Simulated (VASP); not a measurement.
Wanted: the native input for a VASP 6.6.1 run.

```
Task                   : relaxation of cell and atoms
Functional             : PBEsol
Potentials or basis    : VASP PAW PBE potentials, release 64 (W_sv)
Cutoff                 : 500 eV
k mesh                 : 17 × 17 × 9
Occupations            : fermi-dirac, width 0.1 eV
Spin                   : no spin polarisation
Target pressure        : 88 GPa
Dipole correction      : no
Further INCAR settings : ALGO = Normal; EDIFF = 1e-07; IBRION = 2; EDIFFG = -0.005; NSW = 32; ISIF = 3
```

The structure of W lies in POSCAR:

```
W
1.0
    2.6015034740      0.0000000000      0.0000000000
   -1.3007517370      2.2529680965      0.0000000000
    0.0000000000      0.0000000000      4.4763208745
W
2
Direct
    0.3333333333      0.6666666667      0.2500000000
    0.6666666667      0.3333333333      0.7500000000
```

This isn't the form of W at room conditions, which is bcc.

One way to write it, as run:

INCAR

```
ALGO = Normal
EDIFF = 1E-7
EDIFFG = -0.005
ENCUT = 500
GGA = PS
GGA_COMPAT = False
IBRION = 2
ISIF = 3
ISMEAR = -1
LASPH = True
LCHARG = False
LREAL = False
LWAVE = False
NELM = 120
NELMIN = 4
NSW = 32
PREC = Accurate
PSTRESS = 880.0
SIGMA = 0.1
```

KPOINTS

```
k-points
0
Gamma
  17 17 9
```

Potentials or basis: VASP PAW PBE potentials, release 64 (W_sv).

Run with:

```console
$ cat potpaw_PBE.64/W_sv/POTCAR > POTCAR
$ mpirun -np 1 vasp_std > vasp.out
```

Results of the run:

| Item | Value |
| --- | --- |
| Relaxed volume | 13.17 Å³/atom |
| Relaxed cell | a = 2.605 Å, b = 2.605 Å, c = 4.483 Å, α = 90.00°, β = 90.00°, γ = 120.00° |
| Space group after relaxing (to 0.1 Å) | P6_3/mmc (No. 194) |
| Energy change on relaxing (the run minimises the enthalpy) | -29.0 meV/atom |
| Ionic steps | 5 |
| Pressure after relaxing | 88.0 GPa |
| Band gap on the k mesh | zero (bands 14 and 15 overlap by 2.30 eV) |

Caveat: the cell is relaxed towards a set pressure, so the run minimises the enthalpy, not the energy; the PAW data sets were made with another functional, which shifts forces and pressure a little; spin-orbit coupling is left out, which moves the levels of the heavy elements.

Wall time 5.7 min on 1 thread of AMD EPYC 7R13, on a shared host, peak memory 0.16 GiB.
